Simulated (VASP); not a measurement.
# ScAs3 (Pm-3m) in VASP: a series of runs, part 2 of 2

VASP 6.6.1. Earlier steps stand in the parts before.

### 3 Single point, PBE

This run uses another cell than the first one, of 19.27 Å³/atom.

File INCAR:

```
PREC     = Accurate       # precision mode
ENCUT    = 520            # plane-wave cutoff, eV
EDIFF    = 1E-6           # SCF threshold, eV
ISMEAR   = 0              # smearing method
SIGMA    = 0.1            # smearing width, eV
LREAL    = False          # projectors in reciprocal space
LASPH    = True           # aspherical terms in the spheres
NELM     = 60             # most SCF steps
ALGO     = Normal         # electronic algorithm
ISIF     = 2              # what is computed and relaxed
LWAVE    = False          # write WAVECAR
LCHARG   = False          # write CHGCAR
GGA      = PE             # functional
NBANDS   = 21             # bands
```

File KPOINTS:

```
Automatic mesh
0
Gamma
  12 12 12
```

File POSCAR:

```
ScAs3
1.0
    4.2556640651      0.0000000000      0.0000000000
    0.0000000000      4.2556640651      0.0000000000
    0.0000000000      0.0000000000      4.2556640651
Sc As
1 3
Direct
    0.0000000000      0.0000000000      0.0000000000
    0.0000000000      0.5000000000      0.5000000000
    0.5000000000      0.0000000000      0.5000000000
    0.5000000000      0.5000000000      0.0000000000
```

Potentials or basis: VASP PAW PBE potentials, release 64 (Sc_sv, As).

The run is started by

```sh
> cat potpaw_PBE.64/Sc_sv/POTCAR potpaw_PBE.64/As/POTCAR > POTCAR
> mpirun -np 1 vasp_std > vasp.out
```

OUTCAR:

```text
PREC = Accurate
   ENCUT = 520
   EDIFF = 1E-6
   ISMEAR = 0
   LREAL = False
   LASPH = True
   NELM = 60
   ISIF = 2
   GGA = PE

 ion  position               nearest neighbor table
   1  0.000  0.000  0.000-   2 3.01   3 3.01   4 3.01   2 3.01   3 3.01   2 3.01   4 3.01   2 3.01
                             3 3.01   4 3.01   3 3.01   4 3.01
   2  0.000  0.500  0.500-   1 3.01   1 3.01   1 3.01   1 3.01
   3  0.500  0.000  0.500-   1 3.01   1 3.01   1 3.01   1 3.01
   4  0.500  0.500  0.000-   1 3.01   1 3.01   1 3.01   1 3.01

  LATTYP: Found a simple cubic cell.
 ALAT       =     4.2556640651

  Lattice vectors:

 A1 = (   4.2556640651,   0.0000000000,   0.0000000000)
 A2 = (   0.0000000000,   4.2556640651,   0.0000000000)
 A3 = (   0.0000000000,   0.0000000000,   4.2556640651)

Analysis of symmetry for initial positions (statically):
=====================================================================
 Subroutine PRICEL returns:
 Original cell was already a primitive cell.

 Routine SETGRP: Setting up the symmetry group for a
 simple cubic supercell.

 Subroutine GETGRP returns: Found 48 space group operations
 (whereof 48 operations were pure point group operations)
 out of a pool of 48 trial point group operations.

The static configuration has the point symmetry O_h .

Analysis of symmetry for dynamics (positions and initial velocities):
=====================================================================
 Subroutine PRICEL returns:
 Original cell was already a primitive cell.

 Routine SETGRP: Setting up the symmetry group for a
 simple cubic supercell.

 Subroutine GETGRP returns: Found 48 space group operations
 (whereof 48 operations were pure point group operations)
 out of a pool of 48 trial point group operations.

The dynamic configuration has the point symmetry O_h .

 Subroutine INISYM returns: Found 48 space group operations
 (whereof 48 operations are pure point group operations),
 and found     1 'primitive' translations

----------------------------------------------------------------------------------------

                                     Primitive cell

  volume of cell :      77.0730

  direct lattice vectors                    reciprocal lattice vectors
     4.255664065  0.000000000  0.000000000     0.234980954  0.000000000  0.000000000
     0.000000000  4.255664065  0.000000000     0.000000000  0.234980954  0.000000000
     0.000000000  0.000000000  4.255664065     0.000000000  0.000000000  0.234980954

  length of vectors
     4.255664065  4.255664065  4.255664065     0.234980954  0.234980954  0.234980954

  position of ions in fractional coordinates (direct lattice)
     0.000000000  0.000000000  0.000000000
     0.000000000  0.500000000  0.500000000
     0.500000000  0.000000000  0.500000000
     0.500000000  0.500000000  0.000000000

  ion indices of the primitive-cell ions
   primitive index   ion index
                 1           1
                 2           2
                 3           3
                 4           4

----------------------------------------------------------------------------------------

 KPOINTS: Automatic mesh

Automatic generation of k-mesh.
 Grid dimensions read from file:
 generate k-points for:   12   12   12

 Generating k-lattice:

  Cartesian coordinates                     Fractional coordinates (reciprocal lattice)
     0.019581746  0.000000000  0.000000000     0.083333333  0.000000000  0.000000000
     0.000000000  0.019581746  0.000000000     0.000000000  0.083333333  0.000000000
     0.000000000  0.000000000  0.019581746     0.000000000  0.000000000  0.083333333

  Length of vectors
     0.019581746  0.019581746  0.019581746

  Shift w.r.t. Gamma in fractional coordinates (k-lattice)
     0.000000000  0.000000000  0.000000000

 Subroutine IBZKPT returns following result:
 ===========================================

 Found     84 irreducible k-points:

 Following reciprocal coordinates:
            Coordinates               Weight
  0.000000  0.000000  0.000000      1.000000
  0.083333  0.000000  0.000000      6.000000
  0.166667  0.000000  0.000000      6.000000
  0.250000  0.000000  0.000000      6.000000
  0.333333  0.000000  0.000000      6.000000
  0.416667  0.000000  0.000000      6.000000
[... 16 lines left out ...]
  0.333333  0.333333  0.000000     12.000000
  0.416667  0.333333  0.000000     24.000000
 [... further k-points ...]
   k-points           NKPTS =     84   k-points in BZ     NKDIM =     84   number of bands    NBANDS=     21
   number of dos      NEDOS =    301   number of ions     NIONS =      4
   total plane-waves  NPLWV =  32768
   dimension x,y,z NGX =    32 NGY =   32 NGZ =   32
   dimension x,y,z NGXF=    64 NGYF=   64 NGZF=   64
   ions per type =               1   3
   NGX,Y,Z   is equivalent  to a cutoff of  12.50, 12.50, 12.50 a.u.
   NGXF,Y,Z  is equivalent  to a cutoff of  25.00, 25.00, 25.00 a.u.
 SYSTEM =  unknown system
   PREC   = accura    normal or accurate (medium, high low for compatibility)
   ISTART =      0    job   : 0-new  1-cont  2-samecut
   ICHARG =      2    charge: 1-file 2-atom 10-const
   ISPIN  =      1    spin polarized calculation?
   LNONCOLLINEAR =      F non collinear calculations
   LSORBIT =      F    spin-orbit coupling
   LASPH  =      T    aspherical Exc in radial PAW
   ENCUT  =  520.0 eV  38.22 Ry    6.18 a.u.   7.91  7.91  7.91*2*pi/ulx,y,z
   NELM   =     60;   NELMIN=  2; NELMDL= -5     # of ELM steps
   EDIFF  = 0.1E-05   stopping-criterion for ELM
   LREAL  =      F    real-space projection
   EDIFFG = 0.1E-04   stopping-criterion for IOM
   NSW    =      0    number of steps for IOM
   IBRION =     -1    ionic relax: 0-MD 1-quasi-New 2-CG
   NFREE  =      0    steps in history (QN), initial steepest desc. (CG)
   ISIF   =      2    stress and relaxation
   ISYM   =      2    0-nonsym 1-usesym 2-fastsym
   POTIM  = 0.5000    time-step for ionic-motion
   TEBEG  =    0.0;   TEEND  =   0.0 temperature during run
   PSTRESS=    0.0 pullay stress
   NELECT =      26.0000    total number of electrons
   NUPDOWN=      -1.0000    fix difference up-down
   EMIN   =  10.00;   EMAX   =-10.00  energy-range for DOS
   EFERMI =   0.00;   METHOD = LEGACY
   ISMEAR =     0;   SIGMA  =   0.10  broadening in eV -4-tet -1-fermi 0-gaus
   EFERMI_NEDOS =   21; number of points for ismear=-14 and -15
   IALGO  =     38    algorithm
   IMIX   =      4    mixing-type and parameters
     AMIX     =   0.40;   BMIX     =  1.00
     AMIX_MAG =   1.60;   BMIX_MAG =  1.00
  volume/ion in A,a.u.               =      19.27       130.03
  Fermi-wavevector in a.u.,A,eV,Ry     =   1.139634  2.153595 17.670770  1.298765
  Thomas-Fermi vector in A             =   2.276337
   LORBIT       =      0    0 simple, 1 ext, 2 COOP (PROOUT), +10 PAW based schemes
   GGA     = PE    functional components
   LHFCALC =     F    Hartree Fock is set to
   AEXX    =    0.0000 exact exchange contribution
   IVDW    =     0    specifies the selected vdW correction
   LEPSILON=     F    determine dielectric tensor
   LRPA    =     F    only Hartree local field effects (RPA)
 non-spin polarized calculation
 Gauss-broadening in eV      SIGMA  =   0.10
  energy-cutoff  :      520.00
  volume of cell :       77.07
 maximum number of plane-waves:      2103
 NGX is ok and might be reduce to    32
   NGX = 15   NGY = 15   NGZ = 15

 number of electron      26.0000010 magnetization

 Free energy of the ion-electron system (eV)
  ---------------------------------------------------
  ext. energy  EPLUGINS =         0.00000000
  ---------------------------------------------------
  free energy    TOTEN  =       -21.54127840 eV

  energy without entropy =      -21.53177444  energy(sigma->0) =      -21.53652642

 E-fermi :   6.4156     XC(G=0): -10.7276

 val. band max:        6.3836337965   @ k =   0.0833   0.0833   0.0000
 cond. band min:       6.4429012605   @ k =   0.2500   0.1667   0.0833
 fundamental gap:      0.0592674639
 Fermi energy:         6.4155786925

 k-point     1 :       0.0000    0.0000    0.0000
  band No.  band energies     occupation
      1     -43.8935      2.00000
      2     -22.5213      2.00000
      3     -22.5213      2.00000
      4     -22.5213      2.00000
      5      -7.8365      2.00000
      6      -2.5656      2.00000
[... 565 lines left out ...]
     20       9.8796      0.00000
     21      10.4470      0.00000

 [... further k-points ...]

------------------------ aborting loop because EDIFF is reached ----------------------------------------

  FORCE on cell =-STRESS in cart. coord.  units (eV):
  Direction    XX          YY          ZZ          XY          YZ          ZX
  --------------------------------------------------------------------------------------
  -------------------------------------------------------------------------------------
  Total        0.0926800      0.0926800      0.0926800      0.0000000     -0.0000000      0.0000000
  in kB        1.9266128      1.9266128      1.9266128      0.0000000     -0.0000000      0.0000000
  external PRESSURE =       1.9266128 kB  Pullay stress =       0.0000000 kB

 VOLUME and BASIS-vectors are now :
 -----------------------------------------------------------------------------
  energy-cutoff  :      520.00
  volume of cell :       77.07
      direct lattice vectors                 reciprocal lattice vectors
     4.255664065  0.000000000  0.000000000     0.234980954  0.000000000  0.000000000
     0.000000000  4.255664065  0.000000000     0.000000000  0.234980954  0.000000000
     0.000000000  0.000000000  4.255664065     0.000000000  0.000000000  0.234980954

 POSITION                                       TOTAL-FORCE (eV/Angst)
 -----------------------------------------------------------------------------------
      0.00000      0.00000      0.00000         0.000000      0.000000      0.000000
      0.00000      2.12783      2.12783         0.000000      0.000000      0.000000
      2.12783      0.00000      2.12783         0.000000      0.000000      0.000000
      2.12783      2.12783      0.00000         0.000000      0.000000      0.000000
 -----------------------------------------------------------------------------------
    total drift:                                0.000000     -0.000000     -0.000000

  FREE ENERGIE OF THE ION-ELECTRON SYSTEM (eV)
  ---------------------------------------------------
  free  energy   TOTEN  =       -21.5412784028 eV

  energy  without entropy=      -21.5317744358  energy(sigma->0) =      -21.53652642
```

Run time: 2.9 min. Hardware: 1 thread of AMD EPYC 7R13, shared host; peak memory 0.23 GiB.

Results:

```
Free energy            : -21.5413 eV
Pressure               : 0.2 GPa
Band gap on the k mesh : zero (bands 13 and 14 overlap by 3.01 eV)
```

### 4 Relaxation of cell and atoms, PBE

File INCAR:

```
SYSTEM = ScAs3
ALGO = Normal
EDIFF = 1E-6
EDIFFG = -0.01
ENCUT = 600
GGA = PE
IBRION = 2
ISIF = 3
ISMEAR = 0
LASPH = .TRUE.
LCHARG = .FALSE.
LREAL = .FALSE.
LWAVE = .FALSE.
NELM = 80
NSW = 100
PREC = Accurate
SIGMA = 0.1
```

File KPOINTS:

```
k-points
0
G
  12 12 12
  0 0 0
```

File POSCAR:

```
ScAs3
1.0
    4.3062783142      0.0000000000      0.0000000000
    0.0000000000      4.3062783142      0.0000000000
    0.0000000000      0.0000000000      4.3062783142
Sc As
1 3
Direct
    0.0000000000      0.0000000000      0.0000000000
    0.0000000000      0.5000000000      0.5000000000
    0.5000000000      0.0000000000      0.5000000000
    0.5000000000      0.5000000000      0.0000000000
```

The run is started by

```sh
> cat potpaw_PBE.64/Sc_sv/POTCAR potpaw_PBE.64/As/POTCAR > POTCAR
> mpirun -np 1 vasp_std > vasp.out
```

Wall time 9.2 min (1 thread of AMD EPYC 7R13, shared host); peak memory 0.29 GiB.

It converged, with:

```
Free energy                           : -21.5419 eV
Relaxed volume                        : 19.32 Å³/atom
Relaxed cell                          : a = 4.259 Å, b = 4.259 Å, c = 4.259 Å, α = 90.00°, β = 90.00°, γ = 90.00°
Space group after relaxing (to 0.1 Å) : Pm-3m (No. 221)
Energy gained by relaxing             : 5.3 meV/atom
Ionic steps                           : 3
Pressure after relaxing               : 0.0 GPa
Band gap on the k mesh                : zero (bands 13 and 14 overlap by 3.00 eV)
```

Step by step:
| step | energy change (eV) | largest force (eV/Å) | pressure (GPa) | volume (Å³) |
| --- | --- | --- | --- | --- |
| 1 | 0.0000 | 0.0000 | -2.55 | 79.86 |
| 2 | -0.0175 | 0.0000 | 1.15 | 76.23 |
| 3 | -0.0211 | 0.0000 | 0.01 | 77.27 |

Final structure:
```
Sc As
1.0
     4.25925    0.00000    0.00000
     0.00000    4.25925    0.00000
     0.00000    0.00000    4.25925
Sc As
1 3
Direct
  0.00000 0.00000 0.00000
  0.00000 0.50000 0.50000
  0.50000 0.00000 0.50000
  0.50000 0.50000 0.00000
```

Levels at points of the mesh, in eV from the Fermi level:
```csv
k point,band 10,band 11,band 12,band 13,band 14,band 15,band 16,band 17
"(0.00, 0.00, 0.00)",-4.76,0.35,0.35,0.35,0.72,0.72,0.72,0.79
"(0.50, 0.00, 0.00)",-2.92,-2.02,-1.91,-1.91,-0.90,0.90,1.26,1.26
"(0.50, 0.50, 0.00)",-2.64,-2.64,-1.70,-1.41,-1.41,1.04,1.25,1.78
"(0.50, 0.50, 0.50)",-5.36,-5.36,0.59,1.60,1.60,1.86,1.86,1.86
```

### 5 Summary

```csv
task,cell,k mesh,cutoff (eV),gap on the mesh (eV),pressure (GPa)
single point,"a = 4.306 Å, 4 atoms",4 × 4 × 4,520,none,-3.1
single point,"a = 4.256 Å, 4 atoms",12 × 12 × 12,520,none,0.2
relaxation of cell and atoms,"relaxed from a = 4.306 Å, 4 atoms",12 × 12 × 12,600,none,0.0
```

Alike in all rows: level PBE; potentials or basis VASP PAW PBE potentials, release 64 (Sc_sv, As); no spin polarisation; smearing gaussian 0.1 eV.

Caveats: some runs use coarse meshes.

Total energies depend on the potentials used, so only differences within one code and one set of settings carry meaning.

The gap in the log of VASP goes by the Fermi energy; the results here count the filled bands.